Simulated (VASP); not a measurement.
A run of VASP 6.6.1:

INCAR

```
PREC = Accurate ; ENCUT = 520
EDIFF = 1E-6 ; ISMEAR = -1
SIGMA = 0.05 ; LREAL = False
LASPH = True ; NELM = 150
ALGO = Normal ; ISIF = 2
LWAVE = False ; LCHARG = False
ISPIN = 2 ; MAGMOM = 3 3 3 -3
LORBIT = 11 ; LMAXMIX = 4
GGA = PE ; NBANDS = 36
```

KPOINTS

```
Automatic mesh
0
Gamma
  7 10 7
```

POSCAR

```
Cr
1.0
    0.0000000000      2.9688993551      2.9688993551
    2.9688993551      0.0000000000      0.0000000000
    0.0000000000      2.9688993551     -2.9688993551
Cr
4
Direct
    0.0000000000      0.0000000000      0.0000000000
    0.5000000000      0.0000000000      0.5000000000
    0.5000000000      0.5000000000      0.0000000000
    0.0000000000      0.5000000000      0.5000000000
```

Potentials or basis: VASP PAW PBE potentials, release 64 (Cr_pv).

Run with:

```sh
$ cat potpaw_PBE.64/Cr_pv/POTCAR > POTCAR
$ mpirun -np 1 vasp_std > vasp.out
```

Hardware: 1 thread of Oxide Virtual Turin-like Processor, on a shared host.

Problem. Estimate the wall time of this run.

Solution. It took 3.5 min on 1 thread of Oxide Virtual Turin-like Processor (shared host), peak memory 0.25 GiB. Counts: scf iterations 19, k points 60.
